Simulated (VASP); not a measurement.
# BN (BN (110), 1 layers) in VASP: a series of runs

The runs below take BN (BN (110), 1 layers) through single point, with PBE.

Program: VASP 6.6.1. These are calculated values, not measurements. Logs are shortened: lines on timing, memory, paths and dates and some standing lists are left out, and cuts for length are marked.

## 1. The cell of the first run

The cell holds a slab with vacuum, 2 atoms: a = 2.563 Å, b = 3.625 Å, c = 16.000 Å, α = 90.00°, β = 90.00°, γ = 90.00°.

## 2. Single point, PBE

Input file INCAR:

```
SYSTEM = BN
  ALGO = Normal
  DIPOL = 0.5 0.5 0.500
  EDIFF = 1E-6
  ENCUT = 520
  GGA = PE
  IDIPOL = 3
  ISIF = 2
  ISMEAR = -1
  LASPH = .TRUE.
  LCHARG = .FALSE.
  LDIPOL = .TRUE.
  LREAL = .FALSE.
  LWAVE = .FALSE.
  NBANDS = 11
  NELM = 80
  PREC = Accurate
  SIGMA = 0.02
```

Input file KPOINTS:

```
k-points
0
G
  12 8 1
  0 0 0
```

Input file POSCAR:

```
BN
1.0
    2.5630581740      0.0000000000      0.0000000000
    0.0000000000      3.6247116308      0.0000000000
    0.0000000000      0.0000000000     16.0000000000
B N
1 1
Direct
    0.2500000000      0.1250000000      0.5000000000
    0.7500000000      0.8750000000      0.5000000000
```

Potentials or basis: VASP PAW PBE potentials, release 64 (B, N).

Command:

```console
$ cat potpaw_PBE.64/B/POTCAR potpaw_PBE.64/N/POTCAR > POTCAR
$ mpirun -np 1 vasp_std > vasp.out
```

OUTCAR:

```text
SYSTEM = BN
   EDIFF = 1E-6
   ENCUT = 520
   GGA = PE
   ISIF = 2
   ISMEAR = -1
   LASPH = .TRUE.
   LREAL = .FALSE.
   NELM = 80
   PREC = Accurate

 ion  position               nearest neighbor table
   1  0.250  0.125  0.500-   2 1.57   2 1.57
   2  0.750  0.875  0.500-   1 1.57   1 1.57

  LATTYP: Found a simple orthorhombic cell.
 ALAT       =     2.5630581740
 B/A-ratio  =     1.4142135624
 C/A-ratio  =     6.2425426634

  Lattice vectors:

 A1 = (   2.5630581740,   0.0000000000,   0.0000000000)
 A2 = (   0.0000000000,   3.6247116308,   0.0000000000)
 A3 = (   0.0000000000,   0.0000000000,  16.0000000000)

Analysis of symmetry for initial positions (statically):
=====================================================================
 Subroutine PRICEL returns:
 Original cell was already a primitive cell.

 Routine SETGRP: Setting up the symmetry group for a
 simple orthorhombic supercell.

 Subroutine GETGRP returns: Found  4 space group operations
 (whereof  2 operations were pure point group operations)
 out of a pool of  8 trial point group operations.

The static configuration has the point symmetry C_1h.
 The point group associated with its full space group is C_2v.

Analysis of symmetry for dynamics (positions and initial velocities):
=====================================================================
 Subroutine PRICEL returns:
 Original cell was already a primitive cell.

 Routine SETGRP: Setting up the symmetry group for a
 simple orthorhombic supercell.

 Subroutine GETGRP returns: Found  4 space group operations
 (whereof  2 operations were pure point group operations)
 out of a pool of  8 trial point group operations.

The dynamic configuration has the point symmetry C_1h.
 The point group associated with its full space group is C_2v.

 Subroutine INISYM returns: Found  4 space group operations
 (whereof  2 operations are pure point group operations),
 and found     1 'primitive' translations

----------------------------------------------------------------------------------------

                                     Primitive cell

  volume of cell :     148.6455

  direct lattice vectors                    reciprocal lattice vectors
     2.563058174  0.000000000  0.000000000     0.390158916  0.000000000  0.000000000
     0.000000000  3.624711631  0.000000000     0.000000000  0.275884016  0.000000000
     0.000000000  0.000000000 16.000000000     0.000000000  0.000000000  0.062500000

  length of vectors
     2.563058174  3.624711631 16.000000000     0.390158916  0.275884016  0.062500000

  position of ions in fractional coordinates (direct lattice)
     0.250000000  0.125000000  0.500000000
     0.750000000  0.875000000  0.500000000

  ion indices of the primitive-cell ions
   primitive index   ion index
                 1           1
                 2           2

----------------------------------------------------------------------------------------

 KPOINTS: k-points

Automatic generation of k-mesh.
 Grid dimensions read from file:
 generate k-points for:   12    8    1

 Generating k-lattice:

  Cartesian coordinates                     Fractional coordinates (reciprocal lattice)
     0.032513243  0.000000000  0.000000000     0.083333333  0.000000000  0.000000000
     0.000000000  0.034485502  0.000000000     0.000000000  0.125000000  0.000000000
     0.000000000  0.000000000  0.062500000     0.000000000  0.000000000  1.000000000

  Length of vectors
     0.032513243  0.034485502  0.062500000

  Shift w.r.t. Gamma in fractional coordinates (k-lattice)
     0.000000000  0.000000000  0.000000000

 Subroutine IBZKPT returns following result:
 ===========================================

 Found     35 irreducible k-points:

 Following reciprocal coordinates:
            Coordinates               Weight
  0.000000  0.000000  0.000000      1.000000
  0.083333  0.000000  0.000000      2.000000
  0.166667  0.000000  0.000000      2.000000
  0.250000  0.000000  0.000000      2.000000
  0.333333  0.000000  0.000000      2.000000
  0.416667  0.000000  0.000000      2.000000
[... 16 lines left out ...]
  0.083333  0.375000  0.000000      4.000000
  0.166667  0.375000  0.000000      4.000000
 [... further k-points ...]
   k-points           NKPTS =     35   k-points in BZ     NKDIM =     35   number of bands    NBANDS=     11
   number of dos      NEDOS =    301   number of ions     NIONS =      2
   total plane-waves  NPLWV =  67200
   dimension x,y,z NGX =    20 NGY =   28 NGZ =  120
   dimension x,y,z NGXF=    40 NGYF=   56 NGZF=  240
   ions per type =               1   1
   NGX,Y,Z   is equivalent  to a cutoff of  12.97, 12.84, 12.47 a.u.
   NGXF,Y,Z  is equivalent  to a cutoff of  25.94, 25.68, 24.94 a.u.
 SYSTEM =  BN
   PREC   = accura    normal or accurate (medium, high low for compatibility)
   ISTART =      0    job   : 0-new  1-cont  2-samecut
   ICHARG =      2    charge: 1-file 2-atom 10-const
   ISPIN  =      1    spin polarized calculation?
   LNONCOLLINEAR =      F non collinear calculations
   LSORBIT =      F    spin-orbit coupling
   LASPH  =      T    aspherical Exc in radial PAW
   ENCUT  =  520.0 eV  38.22 Ry    6.18 a.u.   4.77  6.74 29.75*2*pi/ulx,y,z
   NELM   =     80;   NELMIN=  2; NELMDL= -5     # of ELM steps
   EDIFF  = 0.1E-05   stopping-criterion for ELM
   LREAL  =      F    real-space projection
   EDIFFG = 0.1E-04   stopping-criterion for IOM
   NSW    =      0    number of steps for IOM
   IBRION =     -1    ionic relax: 0-MD 1-quasi-New 2-CG
   NFREE  =      0    steps in history (QN), initial steepest desc. (CG)
   ISIF   =      2    stress and relaxation
   ISYM   =      2    0-nonsym 1-usesym 2-fastsym
   POTIM  = 0.5000    time-step for ionic-motion
   TEBEG  =    0.0;   TEEND  =   0.0 temperature during run
   PSTRESS=    0.0 pullay stress
   NELECT =       8.0000    total number of electrons
   NUPDOWN=      -1.0000    fix difference up-down
   EMIN   =  10.00;   EMAX   =-10.00  energy-range for DOS
   EFERMI =   0.00;   METHOD = LEGACY
   ISMEAR =    -1;   SIGMA  =   0.02  broadening in eV -4-tet -1-fermi 0-gaus
   EFERMI_NEDOS =   21; number of points for ismear=-14 and -15
   IALGO  =     38    algorithm
   IMIX   =      4    mixing-type and parameters
     AMIX     =   0.40;   BMIX     =  1.00
     AMIX_MAG =   1.60;   BMIX_MAG =  1.00
  volume/ion in A,a.u.               =      74.32       501.55
  Fermi-wavevector in a.u.,A,eV,Ry     =   0.618094  1.168027  5.197964  0.382040
  Thomas-Fermi vector in A             =   1.676413
   LORBIT       =      0    0 simple, 1 ext, 2 COOP (PROOUT), +10 PAW based schemes
   GGA     = PE    functional components
   LHFCALC =     F    Hartree Fock is set to
   AEXX    =    0.0000 exact exchange contribution
   IVDW    =     0    specifies the selected vdW correction
   LEPSILON=     F    determine dielectric tensor
   LRPA    =     F    only Hartree local field effects (RPA)
 non-spin polarized calculation
  energy-cutoff  :      520.00
  volume of cell :      148.65
 maximum number of plane-waves:      4030
 NGX is ok and might be reduce to    20
   NGX =  9   NGY = 13   NGZ = 59

 number of electron       8.0000000 magnetization

 dipolmoment           0.000000      0.000000     -0.000000 electrons x Angstroem

 Free energy of the ion-electron system (eV)
  ---------------------------------------------------
  ext. energy  EPLUGINS =         0.00000000
  ---------------------------------------------------
  free energy    TOTEN  =       -12.71495381 eV

  energy without entropy =      -12.71344029  energy(sigma->0) =      -12.71419705

 E-fermi :  -4.7554     XC(G=0):  -2.2311

 val. band max:       -4.7634452533   @ k =   0.1667   0.0000   0.0000
 cond. band min:      -4.7500012350   @ k =   0.5000   0.2500   0.0000
 fundamental gap:      0.0134440183
 Fermi energy:        -4.7554027684

 k-point     1 :       0.0000    0.0000    0.0000
  band No.  band energies     occupation
      1     -19.9509      2.00000
      2      -7.8442      2.00000
      3      -7.7084      2.00000
      4      -6.5709      2.00000
      5      -5.1535      2.00000
      6       0.4875      0.00000
      7       0.5940      0.00000
      8       1.6422      0.00000
      9       1.6429      0.00000
     10       3.3526      0.00000
     11       3.8561      0.00000

 k-point     2 :       0.0833    0.0000    0.0000
  band No.  band energies     occupation
      1     -19.8628      2.00000
      2      -7.7208      2.00000
      3      -7.6419      2.00000
      4      -7.0533      2.00000
      5      -5.0398      2.00000
      6       0.5293      0.00000
      7       0.7569      0.00000
      8       1.7095      0.00000
      9       1.8061      0.00000
     10       3.4860      0.00000
     11       4.0812      0.00000

 k-point     3 :       0.1667    0.0000    0.0000
  band No.  band energies     occupation
      1     -19.6061      2.00000
      2      -8.1993      2.00000
      3      -7.4506      2.00000
      4      -7.3564      2.00000
      5      -4.7634      1.19840
      6       0.5243      0.00000
      7       1.2331      0.00000
      8       1.9833      0.00000
      9       2.2868      0.00000
     10       3.8982      0.00000
     11       4.6329      0.00000
[... 267 lines left out ...]
 k-point    23 :       0.0833    0.3750    0.0000
  band No.  band energies     occupation
      1     -19.6745      2.00000
      2      -9.8538      2.00000
      3      -7.3435      2.00000
      4      -6.9442      2.00000
      5      -2.0547      0.00000
      6      -0.4301      0.00000
      7       2.2186      0.00000
      8       2.9430      0.00000
      9       3.3117      0.00000
     10       4.5743      0.00000
     11       4.8616      0.00000

 k-point    24 :       0.1667    0.3750    0.0000
  band No.  band energies     occupation
      1     -19.4234      2.00000
      2      -9.5565      2.00000
      3      -8.0487      2.00000
      4      -6.9943      2.00000
      5      -2.2759      0.00000
      6      -0.3252      0.00000
      7       2.6878      0.00000
      8       3.3486      0.00000
      9       3.8012      0.00000
     10       5.1895      0.00000
     11       5.2185      0.00000

 [... further k-points ...]

------------------------ aborting loop because EDIFF is reached ----------------------------------------

 vacuum level on the upper side and lower side of the slab       (xc-potential included)        -0.134        -0.134

  FORCE on cell =-STRESS in cart. coord.  units (eV):
  Direction    XX          YY          ZZ          XY          YZ          ZX
  --------------------------------------------------------------------------------------
  -------------------------------------------------------------------------------------
  Total       -5.8488652     -8.8152022     -0.0143496      0.0000000      0.0000000      0.0000000
  in kB      -63.0420440    -95.0147334     -0.1546677      0.0000000      0.0000000      0.0000000
  external PRESSURE =     -52.7371484 kB  Pullay stress =       0.0000000 kB

 VOLUME and BASIS-vectors are now :
 -----------------------------------------------------------------------------
  energy-cutoff  :      520.00
  volume of cell :      148.65
      direct lattice vectors                 reciprocal lattice vectors
     2.563058174  0.000000000  0.000000000     0.390158916  0.000000000  0.000000000
     0.000000000  3.624711631  0.000000000     0.000000000  0.275884016  0.000000000
     0.000000000  0.000000000 16.000000000     0.000000000  0.000000000  0.062500000

 POSITION                                       TOTAL-FORCE (eV/Angst)
 -----------------------------------------------------------------------------------
      0.64076      0.45309      8.00000         0.000000     -8.191058      0.000000
      1.92229      3.17162      8.00000         0.000000      8.191058      0.000000
 -----------------------------------------------------------------------------------
    total drift:                                0.000000     -0.000004      0.000000

  FREE ENERGIE OF THE ION-ELECTRON SYSTEM (eV)
  ---------------------------------------------------
  free  energy   TOTEN  =       -12.7149538097 eV

  energy  without entropy=      -12.7134402912  energy(sigma->0) =      -12.71419705

 vacuum level on the upper side and lower side of the slab         1.060         1.060
```

Run time: 1.9 min. Hardware: 1 thread of Intel Xeon 8259CL, shared host; peak memory 0.26 GiB.

Results:

* Free energy: -12.7150 eV
* Largest force: 8.191 eV/Å
* Band gap on the k mesh: zero (band 4 reaches -4.66 eV, above the bottom of band 5 at -5.15 eV)

Forces in eV/Å, atoms in the order of the input:
```
B    0.000 -8.191  0.000
N    0.000  8.191  0.000
```

## 3. Single point, PBE

Input file INCAR:

```
  PREC = Accurate
  ENCUT = 520
  EDIFF = 1E-7
  ISMEAR = -1
  SIGMA = 0.02
  LREAL = False
  LASPH = True
  NELM = 80
  ALGO = Normal
  ISIF = 2
  LWAVE = False
  LCHARG = False
  LDIPOL = True
  IDIPOL = 3
  DIPOL = 0.5 0.5 0.500
  GGA = PE
  NBANDS = 11
  EFIELD = -0.1
```

Input file KPOINTS:

```
regular mesh
0
Gamma
  12 8 1
```

POSCAR is that of step 2.

Potentials or basis: VASP PAW PBE potentials, release 64 (B, N).

Command:

```console
$ cat potpaw_PBE.64/B/POTCAR potpaw_PBE.64/N/POTCAR > POTCAR
$ mpirun -np 1 vasp_std > vasp.out
```

OUTCAR:

```text
PREC = Accurate
   ENCUT = 520
   EDIFF = 1E-7
   ISMEAR = -1
   LREAL = False
   LASPH = True
   NELM = 80
   ISIF = 2
   GGA = PE

 ion  position               nearest neighbor table
   1  0.250  0.125  0.500-   2 1.57   2 1.57
   2  0.750  0.875  0.500-   1 1.57   1 1.57

  LATTYP: Found a simple orthorhombic cell.
 ALAT       =     2.5630581740
 B/A-ratio  =     1.4142135624
 C/A-ratio  =     6.2425426634

  Lattice vectors:

 A1 = (   2.5630581740,   0.0000000000,   0.0000000000)
 A2 = (   0.0000000000,   3.6247116308,   0.0000000000)
 A3 = (   0.0000000000,   0.0000000000,  16.0000000000)

Analysis of symmetry for initial positions (statically):
=====================================================================
 Subroutine PRICEL returns:
 Original cell was already a primitive cell.

 Routine SETGRP: Setting up the symmetry group for a
 simple orthorhombic supercell.

 Subroutine GETGRP returns: Found  4 space group operations
 (whereof  2 operations were pure point group operations)
 out of a pool of  8 trial point group operations.

The static configuration has the point symmetry C_1h.
[... 182 lines left out ...]
      8       1.4667      0.00000
      9       1.7794      0.00000
     10       3.3942      0.00000
     11       3.8505      0.00000
[... 309 lines left out ...]
 k-point    24 :       0.1667    0.3750    0.0000
  band No.  band energies     occupation
      1     -19.4238      2.00000
      2      -9.5568      2.00000
      3      -8.0490      2.00000
      4      -6.9946      2.00000
      5      -2.2764      0.00000
      6      -0.3260      0.00000
      7       2.6103      0.00000
      8       3.3568      0.00000
      9       3.7660      0.00000
     10       5.1359      0.00000
     11       5.2868      0.00000

 [... further k-points ...]

------------------------ aborting loop because EDIFF is reached ----------------------------------------

 vacuum level on the upper side and lower side of the slab       (xc-potential included)         0.660        -0.687

  FORCE on cell =-STRESS in cart. coord.  units (eV):
  Direction    XX          YY          ZZ          XY          YZ          ZX
  --------------------------------------------------------------------------------------
  -------------------------------------------------------------------------------------
  Total       -5.8484889     -8.8149573     -0.0154780      0.0000000      0.0000033      0.0000000
  in kB      -63.0379886    -95.0120933     -0.1668295      0.0000000      0.0000359      0.0000000
  external PRESSURE =     -52.7389705 kB  Pullay stress =       0.0000000 kB

 VOLUME and BASIS-vectors are now :
 -----------------------------------------------------------------------------
  energy-cutoff  :      520.00
  volume of cell :      148.65
      direct lattice vectors                 reciprocal lattice vectors
     2.563058174  0.000000000  0.000000000     0.390158916  0.000000000  0.000000000
     0.000000000  3.624711631  0.000000000     0.000000000  0.275884016  0.000000000
     0.000000000  0.000000000 16.000000000     0.000000000  0.000000000  0.062500000

 POSITION                                       TOTAL-FORCE (eV/Angst)
 -----------------------------------------------------------------------------------
      0.64076      0.45309      8.00000         0.000000     -8.190929      0.022249
      1.92229      3.17162      8.00000         0.000000      8.190929     -0.022249
 -----------------------------------------------------------------------------------
    total drift:                                0.000000     -0.000002     -0.000000

  FREE ENERGIE OF THE ION-ELECTRON SYSTEM (eV)
  ---------------------------------------------------
  free  energy   TOTEN  =       -12.7154880790 eV

  energy  without entropy=      -12.7139745912  energy(sigma->0) =      -12.71473134

 vacuum level on the upper side and lower side of the slab         1.812         0.473
```

OSZICAR:

```text
N       E                     dE             d eps       ncg     rms          rms(c)
DAV:   1     0.515310512767E+02    0.51531E+02   -0.26714E+03   770   0.486E+02
DAV:   2    -0.791364481166E+01   -0.59445E+02   -0.54797E+02  1238   0.105E+02
DAV:   3    -0.144377484103E+02   -0.65241E+01   -0.64309E+01  1019   0.448E+01
[... 15 lines left out ...]
DAV:  19    -0.127154829842E+02   -0.59006E-05   -0.23215E-07   978   0.213E-03    0.667E-04
DAV:  20    -0.127154872667E+02   -0.42825E-05   -0.20950E-07   844   0.164E-03    0.427E-04
DAV:  21    -0.127154879007E+02   -0.63401E-06   -0.23474E-08   853   0.611E-04    0.134E-04
DAV:  22    -0.127154880122E+02   -0.11142E-06   -0.21934E-09   947   0.203E-04    0.457E-05
DAV:  23    -0.127154880790E+02   -0.66892E-07   -0.15732E-09   933   0.139E-04
   1 F= -.12715488E+02 E0= -.12714731E+02  d E =-.151349E-02
```

stdout:

```text
POSCAR found type information on POSCAR B N
 POSCAR found :  2 types and       2 ions
 scaLAPACK will be used
 LDA part: xc-table for (Slater+PW92), standard interpolation
 POSCAR, INCAR and KPOINTS ok, starting setup
 FFT: planning ... GRIDC
 FFT: planning ... GRID_SOFT
 FFT: planning ... GRID
 WAVECAR not read
 entering main loop
```

Run time: 2 min. Hardware: 1 thread of Intel Xeon 8259CL, shared host; peak memory 0.26 GiB.

Results:

```yaml
Free_energy: -12.7155 eV
Largest_force: 8.191 eV/Å
Band_gap_on_the_k_mesh: zero (band 4 reaches -4.66 eV, above the bottom of band 5 at -5.15 eV)
```

Forces in eV/Å, atoms in the order of the input:
```
B    0.000 -8.191  0.022
N    0.000  8.191 -0.022
```

Levels at points of the mesh, in eV from the Fermi level:
| k point | band 2 | band 3 | band 4 | band 5 | band 6 | band 7 |
| --- | --- | --- | --- | --- | --- | --- |
| (0.00, 0.00, 0.00) | -3.09 | -2.95 | -1.82 | -0.40 | 5.11 | 5.43 |
| (0.50, 0.00, 0.00) | -7.40 | -1.78 | -0.08 | 1.35 | 3.02 | 7.38 |
| (0.00, 0.50, 0.00) | -5.44 | -2.63 | -1.72 | 3.21 | 4.07 | 7.46 |
| (0.50, 0.50, 0.00) | -7.14 | -2.95 | 0.09 | 0.15 | 3.41 | 10.45 |

(Continued in part 2 of 2.)
